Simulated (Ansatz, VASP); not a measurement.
# One calculation of NaH, two programs

```
CELL_PARAMETERS angstrom
3.32316 0.00000 0.00000
-1.66158 2.87794 0.00000
0.00000 0.00000 5.41674
ATOMIC_POSITIONS crystal
Na 0.33333 0.66667 0.00000
Na 0.66667 0.33333 0.50000
H 0.33333 0.66667 0.37600
H 0.66667 0.33333 0.87600
```

Alike in both runs: task relaxation of cell and atoms; functional PBE; k mesh 14 × 14 × 8; occupations fermi-dirac, width 0.03 eV; no spin polarisation.

|  | VASP | Ansatz |
| --- | --- | --- |
| version | VASP 6.6.1 | Ansatz 0.2.0 |
| potentials or method | VASP PAW PBE potentials, release 64 (Na_pv, H) | PAW with Ansatz's default frozen-core files, scalar-relativistic |
| plane-wave cutoff (eV) | 600 | 420 |
| valence electrons in the cell | 16 | 20 |

|  | VASP | Ansatz | Ansatz less VASP |
| --- | --- | --- | --- |
| relaxed volume (Å³/atom) | 16.53 | 16.65 | +0.115 |
| relaxed cell length with the largest relative difference (Å) | 3.954 | 3.972 | +0.0175 |

VASP's potentials hold 16 valence electrons a cell and Ansatz's 20, so a difference there can come from the potentials and not from the codes.

Noted on VASP's run: the volume moved by over 15 % at a fixed basis, so the end points are rough.
